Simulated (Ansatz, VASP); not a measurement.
**TaN in VASP and in Ansatz**

```
CELL_PARAMETERS angstrom
2.92177 0.00000 0.00000
-1.46088 2.53033 0.00000
0.00000 0.00000 5.91652
ATOMIC_POSITIONS crystal
Ta 0.00000 0.00000 0.50000
Ta 0.00000 0.00000 0.00000
N 0.33333 0.66667 0.25000
N 0.66667 0.33333 0.75000
```

Alike in both runs: task single point; functional PBE; k mesh 10 × 10 × 5; occupations gaussian, width 0.013 eV; no spin polarisation.

|  | VASP | Ansatz |
| --- | --- | --- |
| version | VASP 6.6.1 | Ansatz 0.2.0 |
| potentials or method | VASP PAW PBE potentials, release 64 (Ta_pv, N) | Ansatz PAW |
| plane-wave cutoff (eV) | 520 | 420 |
| valence electrons in the cell | 32 | 36 |

|  | VASP | Ansatz | Ansatz less VASP |
| --- | --- | --- | --- |
| gap on the k mesh at the Fermi level (eV) | none | none | - |
| pressure (GPa) | -0.4 | -1.1 | -0.68 |
| traceless stress, the component that is largest in VASP (GPa) | 0.16 | 0.10 | -0.061 |

A gap of «none» marks a metal or a gap that the smearing closes. VASP's potentials hold 32 valence electrons a cell and Ansatz's 36, so a difference there can come from the potentials and not from the codes.

Spin-orbit coupling is off throughout.
